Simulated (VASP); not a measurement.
Input of a VASP 6.6.1 run:

INCAR

```
PREC = Accurate
ENCUT = 600
EDIFF = 1E-6
ISMEAR = -1
SIGMA = 0.03
LREAL = F
LASPH = T
NELM = 120
ALGO = Normal
ISIF = 2
LWAVE = F
LCHARG = T
GGA = PE
LELF = T
LVHAR = T
NBANDS = 15
GGA_COMPAT = F
```

Contents of KPOINTS:

```
Automatic mesh
0
Gamma
  5 5 5
```

File POSCAR:

```
ZrC
1.0
    0.0000000000      2.5455200000      2.5455200000
    2.5455200000      0.0000000000      2.5455200000
    2.5455200000      2.5455200000      0.0000000000
Zr C
1 1
Direct
    0.5000000000      0.5000000000      0.5000000000
    0.7500000000      0.7500000000      0.7500000000
```

Potentials or basis: VASP PAW PBE potentials, release 64 (Zr_sv, C).

Launch:

```bash
$ cat potpaw_PBE.64/Zr_sv/POTCAR potpaw_PBE.64/C/POTCAR > POTCAR
$ mpirun -np 1 vasp_std > vasp.out
```

Predict the pressure.

0.6 GPa.

Estimate the band gap on the k mesh.

0.78 eV.

Caveat: the k points lie up to 0.43 Å⁻¹ apart; an odd mesh through Γ misses points on the zone boundary, where band edges can lie.
